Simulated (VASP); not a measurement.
A run of VASP 6.6.1:

Contents of INCAR:

```
  ALGO = Normal
  EDIFF = 1E-6
  ENCUT = 520
  GGA = PE
  ISIF = 2
  ISMEAR = 0
  ISPIN = 2
  LASPH = True
  LCHARG = False
  LMAXMIX = 4
  LORBIT = 11
  LREAL = False
  LWAVE = False
  MAGMOM = 0 2 2 0 0 0
  NBANDS = 44
  NELM = 150
  PREC = Accurate
  SIGMA = 0.1
```

KPOINTS

```
k-points
0
Gamma
  6 6 4
```

File POSCAR:

```
ScV2WS2
1.0
    4.0910677500      0.0000000000      0.0000000000
   -2.0455338800      3.5429686000      0.0000000000
    0.0000000000      0.0000000000      6.7967852000
Sc V W S
1 2 1 2
Direct
    0.0000000000      0.0000000000      0.5000000000
    0.6666666700      0.3333333300      0.6592910300
    0.3333333300      0.6666666700      0.3407089700
    0.0000000000      0.0000000000      0.0000000000
    0.6666666700      0.3333333300      0.2673510000
    0.3333333300      0.6666666700      0.7326490000
```

Potentials or basis: VASP PAW PBE potentials, release 64 (Sc_sv, V_sv, W_sv, S).

Run with:

```sh
$ cat potpaw_PBE.64/Sc_sv/POTCAR potpaw_PBE.64/V_sv/POTCAR potpaw_PBE.64/W_sv/POTCAR potpaw_PBE.64/S/POTCAR > POTCAR
$ mpirun -np 1 vasp_std > vasp.out
```

Hardware: 1 thread of AMD EPYC 9R45 96-Core Processor (Zen 5) (shared host).

Q: How long does it take, and how much memory?

A: Wall time 2.9 min on 1 thread of AMD EPYC 9R45 96-Core Processor (Zen 5), on a shared host, peak memory 0.33 GiB. Counts: scf iterations 27, k points 24.
